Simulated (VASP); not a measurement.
# Al2Pt (Fm-3m) in VASP: single point with PBE

Aim: the single point of Al2Pt with PBE.

All numbers are computed with VASP 6.6.1; they aren't measurements. Logs are shortened: lines on timing, memory, paths and dates and some standing lists are left out, and cuts for length are marked.

### 1 The cell of the first run

The structure is cubic, space group Fm-3m (No. 225). The conventional cell has a = 5.910 Å, b = 5.910 Å, c = 5.910 Å, α = 90.00°, β = 90.00°, γ = 90.00°. Al (site symmetry -43m) has 4 Pt at 2.56 Å and 6 Al at 2.96 Å within 3.4 Å. Within 3.4 Å of Pt (site symmetry m-3m) lie 8 Al at 2.56 Å.

### 2 Single point, PBE

INCAR

```
  PREC = Accurate
  ENCUT = 520
  EDIFF = 1E-7
  ISMEAR = -1
  SIGMA = 0.05
  LREAL = F
  LASPH = T
  NELM = 60
  ALGO = Normal
  ISIF = 2
  LWAVE = F
  LCHARG = F
  GGA = PE
  NBANDS = 15
```

KPOINTS

```
Automatic mesh
0
Gamma
  9 9 9
```

POSCAR

```
Al2Pt
1.0
    0.0000000000      2.9550000000      2.9550000000
    2.9550000000      0.0000000000      2.9550000000
    2.9550000000      2.9550000000      0.0000000000
Al Pt
2 1
Direct
    0.2500000000      0.2500000000      0.2500000000
    0.7500000000      0.7500000000      0.7500000000
    0.0000000000      0.0000000000      0.0000000000
```

Potentials or basis: VASP PAW PBE potentials, release 64 (Al, Pt).

The run is started by

```sh
> cat potpaw_PBE.64/Al/POTCAR potpaw_PBE.64/Pt/POTCAR > POTCAR
> mpirun -np 1 vasp_std > vasp.out
```

OUTCAR:

```text
PREC = Accurate
   ENCUT = 520
   EDIFF = 1E-7
   ISMEAR = -1
   LREAL = F
   LASPH = T
   NELM = 60
   ISIF = 2
   GGA = PE

 ion  position               nearest neighbor table
   1  0.250  0.250  0.250-   3 2.56   3 2.56   3 2.56   3 2.56   2 2.96   2 2.96   2 2.96   2 2.96
                             2 2.96   2 2.96
   2  0.750  0.750  0.750-   3 2.56   3 2.56   3 2.56   3 2.56   1 2.96   1 2.96   1 2.96   1 2.96
                             1 2.96   1 2.96
   3  0.000  0.000  0.000-   2 2.56   2 2.56   2 2.56   1 2.56   2 2.56   1 2.56   1 2.56   1 2.56

  LATTYP: Found a face centered cubic cell.
 ALAT       =     5.9100000000

  Lattice vectors:

 A1 = (   0.0000000000,   2.9550000000,   2.9550000000)
 A2 = (   2.9550000000,   0.0000000000,   2.9550000000)
 A3 = (   2.9550000000,   2.9550000000,   0.0000000000)

Analysis of symmetry for initial positions (statically):
=====================================================================
 Subroutine PRICEL returns:
 Original cell was already a primitive cell.

 Routine SETGRP: Setting up the symmetry group for a
 face centered cubic supercell.

 Subroutine GETGRP returns: Found 48 space group operations
 (whereof 48 operations were pure point group operations)
 out of a pool of 48 trial point group operations.

The static configuration has the point symmetry O_h .

Analysis of symmetry for dynamics (positions and initial velocities):
=====================================================================
 Subroutine PRICEL returns:
 Original cell was already a primitive cell.

 Routine SETGRP: Setting up the symmetry group for a
 face centered cubic supercell.

 Subroutine GETGRP returns: Found 48 space group operations
 (whereof 48 operations were pure point group operations)
 out of a pool of 48 trial point group operations.

The dynamic configuration has the point symmetry O_h .

 Subroutine INISYM returns: Found 48 space group operations
 (whereof 48 operations are pure point group operations),
 and found     1 'primitive' translations

----------------------------------------------------------------------------------------

                                     Primitive cell

  volume of cell :      51.6063

  direct lattice vectors                    reciprocal lattice vectors
     0.000000000  2.955000000  2.955000000    -0.169204738  0.169204738  0.169204738
     2.955000000  0.000000000  2.955000000     0.169204738 -0.169204738  0.169204738
     2.955000000  2.955000000  0.000000000     0.169204738  0.169204738 -0.169204738

  length of vectors
     4.179001077  4.179001077  4.179001077     0.293071203  0.293071203  0.293071203

  position of ions in fractional coordinates (direct lattice)
     0.250000000  0.250000000  0.250000000
     0.750000000  0.750000000  0.750000000
     0.000000000  0.000000000  0.000000000

  ion indices of the primitive-cell ions
   primitive index   ion index
                 1           1
                 2           2
                 3           3

----------------------------------------------------------------------------------------

 KPOINTS: Automatic mesh

Automatic generation of k-mesh.
 Grid dimensions read from file:
 generate k-points for:    9    9    9

 Generating k-lattice:

  Cartesian coordinates                     Fractional coordinates (reciprocal lattice)
    -0.018800526  0.018800526  0.018800526     0.111111111  0.000000000  0.000000000
     0.018800526 -0.018800526  0.018800526     0.000000000  0.111111111  0.000000000
     0.018800526  0.018800526 -0.018800526     0.000000000  0.000000000  0.111111111

  Length of vectors
     0.032563467  0.032563467  0.032563467

  Shift w.r.t. Gamma in fractional coordinates (k-lattice)
     0.000000000  0.000000000  0.000000000

 Subroutine IBZKPT returns following result:
 ===========================================

 Found     35 irreducible k-points:

 Following reciprocal coordinates:
            Coordinates               Weight
  0.000000  0.000000  0.000000      1.000000
  0.111111  0.000000  0.000000      8.000000
  0.222222  0.000000  0.000000      8.000000
  0.333333  0.000000  0.000000      8.000000
  0.444444  0.000000  0.000000      8.000000
  0.111111  0.111111  0.000000      6.000000
[... 16 lines left out ...]
 -0.333333  0.333333  0.000000     12.000000
  0.444444  0.444444  0.000000      6.000000
 [... further k-points ...]
   k-points           NKPTS =     35   k-points in BZ     NKDIM =     35   number of bands    NBANDS=     15
   number of dos      NEDOS =    301   number of ions     NIONS =      3
   total plane-waves  NPLWV =  32768
   dimension x,y,z NGX =    32 NGY =   32 NGZ =   32
   dimension x,y,z NGXF=    64 NGYF=   64 NGZF=   64
   ions per type =               2   1
   NGX,Y,Z   is equivalent  to a cutoff of  12.73, 12.73, 12.73 a.u.
   NGXF,Y,Z  is equivalent  to a cutoff of  25.46, 25.46, 25.46 a.u.
 SYSTEM =  unknown system
   PREC   = accura    normal or accurate (medium, high low for compatibility)
   ISTART =      0    job   : 0-new  1-cont  2-samecut
   ICHARG =      2    charge: 1-file 2-atom 10-const
   ISPIN  =      1    spin polarized calculation?
   LNONCOLLINEAR =      F non collinear calculations
   LSORBIT =      F    spin-orbit coupling
   LASPH  =      T    aspherical Exc in radial PAW
   ENCUT  =  520.0 eV  38.22 Ry    6.18 a.u.   7.77  7.77  7.77*2*pi/ulx,y,z
   NELM   =     60;   NELMIN=  2; NELMDL= -5     # of ELM steps
   EDIFF  = 0.1E-06   stopping-criterion for ELM
   LREAL  =      F    real-space projection
   EDIFFG = 0.1E-05   stopping-criterion for IOM
   NSW    =      0    number of steps for IOM
   IBRION =     -1    ionic relax: 0-MD 1-quasi-New 2-CG
   NFREE  =      0    steps in history (QN), initial steepest desc. (CG)
   ISIF   =      2    stress and relaxation
   ISYM   =      2    0-nonsym 1-usesym 2-fastsym
   POTIM  = 0.5000    time-step for ionic-motion
   TEBEG  =    0.0;   TEEND  =   0.0 temperature during run
   PSTRESS=    0.0 pullay stress
   NELECT =      16.0000    total number of electrons
   NUPDOWN=      -1.0000    fix difference up-down
   EMIN   =  10.00;   EMAX   =-10.00  energy-range for DOS
   EFERMI =   0.00;   METHOD = LEGACY
   ISMEAR =    -1;   SIGMA  =   0.05  broadening in eV -4-tet -1-fermi 0-gaus
   EFERMI_NEDOS =   21; number of points for ismear=-14 and -15
   IALGO  =     38    algorithm
   IMIX   =      4    mixing-type and parameters
     AMIX     =   0.40;   BMIX     =  1.00
     AMIX_MAG =   1.60;   BMIX_MAG =  1.00
  volume/ion in A,a.u.               =      17.20       116.09
  Fermi-wavevector in a.u.,A,eV,Ry     =   1.108019  2.093853 16.703966  1.227707
  Thomas-Fermi vector in A             =   2.244541
   LORBIT       =      0    0 simple, 1 ext, 2 COOP (PROOUT), +10 PAW based schemes
   GGA     = PE    functional components
   LHFCALC =     F    Hartree Fock is set to
   AEXX    =    0.0000 exact exchange contribution
   IVDW    =     0    specifies the selected vdW correction
   LEPSILON=     F    determine dielectric tensor
   LRPA    =     F    only Hartree local field effects (RPA)
 non-spin polarized calculation
  energy-cutoff  :      520.00
  volume of cell :       51.61
 maximum number of plane-waves:      1411
   NGX = 15   NGY = 15   NGZ = 15

 number of electron      16.0000000 magnetization

 Free energy of the ion-electron system (eV)
  ---------------------------------------------------
  ext. energy  EPLUGINS =         0.00000000
  ---------------------------------------------------
  free energy    TOTEN  =       -16.26065915 eV

  energy without entropy =      -16.25338575  energy(sigma->0) =      -16.25702245

 E-fermi :   7.9833     XC(G=0): -10.7015

 val. band max:        7.9055731635   @ k =   0.4444   0.3333   0.1111
 cond. band min:       8.0236266262   @ k =  -0.4444   0.2222   0.0000
 fundamental gap:      0.1180534627
 Fermi energy:         7.9832670757

 k-point     1 :       0.0000    0.0000    0.0000
  band No.  band energies     occupation
      1      -2.3291      2.00000
      2       2.8462      2.00000
      3       2.8462      2.00000
      4       2.8462      2.00000
      5       4.2039      2.00000
      6       4.2039      2.00000
      7      10.8554      0.00000
      8      11.7227      0.00000
      9      11.7227      0.00000
     10      11.7227      0.00000
     11      13.3093      0.00000
     12      13.3093      0.00000
     13      13.3093      0.00000
     14      14.2367      0.00000
     15      14.2367      0.00000

 k-point     2 :       0.1111    0.0000    0.0000
  band No.  band energies     occupation
      1      -2.1593      2.00000
      2       2.7459      2.00000
      3       2.9027      2.00000
      4       2.9027      2.00000
      5       4.1850      2.00000
      6       4.1850      2.00000
      7       9.8351      0.00000
      8      11.1498      0.00000
      9      11.2640      0.00000
     10      11.2640      0.00000
     11      13.8239      0.00000
     12      13.8239      0.00000
     13      13.8806      0.00000
     14      13.9375      0.00000
     15      13.9375      0.00000

 k-point     3 :       0.2222    0.0000    0.0000
  band No.  band energies     occupation
      1      -1.6652      2.00000
      2       2.4981      2.00000
      3       3.0319      2.00000
      4       3.0319      2.00000
      5       4.1756      2.00000
      6       4.1756      2.00000
      7       7.5497      1.99966
      8      10.4020      0.00000
      9      10.4020      0.00000
     10      11.5587      0.00000
     11      13.4143      0.00000
     12      13.4690      0.00000
     13      13.4690      0.00000
     14      14.9156      0.00000
     15      14.9156      0.00000
[... 343 lines left out ...]
 k-point    23 :      -0.3333    0.3333    0.0000
  band No.  band energies     occupation
      1       1.0038      2.00000
      2       1.9720      2.00000
      3       2.7161      2.00000
      4       3.5017      2.00000
      5       3.8062      2.00000
      6       4.1075      2.00000
      7       5.3474      2.00000
      8       5.6887      2.00000
      9       7.8713      1.80728
     10      11.2802      0.00000
     11      14.2214      0.00000
     12      14.3748      0.00000
     13      15.6137      0.00000
     14      16.6188      0.00000
     15      17.1546      0.00000

 k-point    24 :       0.4444    0.4444    0.0000
  band No.  band energies     occupation
      1       1.0606      2.00000
      2       1.8410      2.00000
      3       2.5514      2.00000
      4       4.0336      2.00000
      5       4.0336      2.00000
      6       4.6855      2.00000
      7       4.6886      2.00000
      8       6.4435      2.00000
      9       6.4435      2.00000
     10      11.0374      0.00000
     11      11.2970      0.00000
     12      16.0104      0.00000
     13      18.0127      0.00000
     14      18.0127      0.00000
     15      18.6777      0.00000

 [... further k-points ...]
[... 5 lines left out ...]
  --------------------------------------------------------------------------------------
  -------------------------------------------------------------------------------------
  Total        0.7212854      0.7212854      0.7212854      0.0000000      0.0000000      0.0000000
  in kB       22.3931543     22.3931543     22.3931543      0.0000000      0.0000000      0.0000000
  external PRESSURE =      22.3931543 kB  Pullay stress =       0.0000000 kB

 VOLUME and BASIS-vectors are now :
 -----------------------------------------------------------------------------
  energy-cutoff  :      520.00
  volume of cell :       51.61
      direct lattice vectors                 reciprocal lattice vectors
     0.000000000  2.955000000  2.955000000    -0.169204738  0.169204738  0.169204738
     2.955000000  0.000000000  2.955000000     0.169204738 -0.169204738  0.169204738
     2.955000000  2.955000000  0.000000000     0.169204738  0.169204738 -0.169204738

 POSITION                                       TOTAL-FORCE (eV/Angst)
 -----------------------------------------------------------------------------------
      1.47750      1.47750      1.47750         0.000000      0.000000      0.000000
      4.43250      4.43250      4.43250        -0.000000     -0.000000     -0.000000
      0.00000      0.00000      0.00000        -0.000000      0.000000     -0.000000
 -----------------------------------------------------------------------------------
    total drift:                                0.000000     -0.000000      0.000000

  FREE ENERGIE OF THE ION-ELECTRON SYSTEM (eV)
  ---------------------------------------------------
  free  energy   TOTEN  =       -16.2606591517 eV

  energy  without entropy=      -16.2533857460  energy(sigma->0) =      -16.25702245
```

It took 11 s on 1 thread of AMD EPYC 9R45 (Zen 5), shared host; peak memory 0.15 GiB.

What came out:

```
Free energy            : -16.2607 eV
Pressure               : 2.2 GPa
Band gap on the k mesh : zero (band 8 reaches 11.72 eV, above the bottom of band 9 at 6.44 eV)
```

Caveat: spin-orbit coupling is left out, which moves the levels of the heavy elements.
